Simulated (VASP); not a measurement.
# B3Au5: single point with PBE

The system is B3Au5.

```
B Au
1.0
     0.00000    4.01490    4.01490
     4.01490    0.00000    4.01490
     4.01490    4.01490    0.00000
B Au
3 5
Direct
  0.25000 0.25000 0.25000
  0.50000 0.50000 0.50000
  0.00000 0.00000 0.00000
  0.14463 0.14463 0.14463
  0.14463 0.14463 0.56610
  0.14463 0.56610 0.14463
  0.56610 0.14463 0.14463
  0.75000 0.75000 0.75000
```

| Property | Result |
| --- | --- |
| Program | VASP 6.6.1 |
| Task | single point |
| Functional | PBE |
| Potentials or basis | VASP PAW PBE potentials, release 64 (B, Au) |
| Cutoff | 520 eV |
| k mesh | 4 × 4 × 4 |
| Occupations | gaussian, width 0.1 eV |
| Spin | no spin polarisation |
| Dipole correction | no |
| Further INCAR settings | ALGO = Fast; EDIFF = 1e-06; NBANDS = 42 |

- Pressure: 114.6 GPa
- Largest force: 39.954 eV/Å
- Band gap on the k mesh: zero (band 32 reaches 7.43 eV, above the bottom of band 33 at 6.51 eV)

Forces in eV/Å, atoms in the order of the input:
```
B     0.000   0.000   0.000
B     0.000   0.000   0.000
B     0.000   0.000   0.000
Au  -23.068 -23.068 -23.068
Au   23.068  23.068 -23.068
Au   23.068 -23.068  23.068
Au  -23.068  23.068  23.068
Au    0.000   0.000   0.000
```

Levels at points of the mesh, in eV from the Fermi level:
| k point | band 29 | band 30 | band 31 | band 32 | band 33 | band 34 | band 35 | band 36 |
| --- | --- | --- | --- | --- | --- | --- | --- | --- |
| (0.00, 0.00, 0.00) | -1.58 | -1.58 | -1.58 | -0.10 | -0.10 | -0.10 | 0.08 | 1.11 |
| (0.50, 0.00, 0.00) | -2.63 | -0.90 | -0.90 | -0.54 | -0.54 | 0.36 | 1.83 | 2.48 |
| (0.50, 0.50, 0.00) | -2.36 | -2.36 | -2.30 | 0.37 | 0.38 | 1.41 | 1.41 | 2.02 |

Run time: 67 s on 1 thread of Intel Xeon 6975P-C, on a shared host, peak memory 0.27 GiB.

Caveat: spin-orbit coupling is left out, which moves the levels of the heavy elements; forces of over 1 eV/Å act on the atoms, so gaps and moduli don't describe the material at rest.
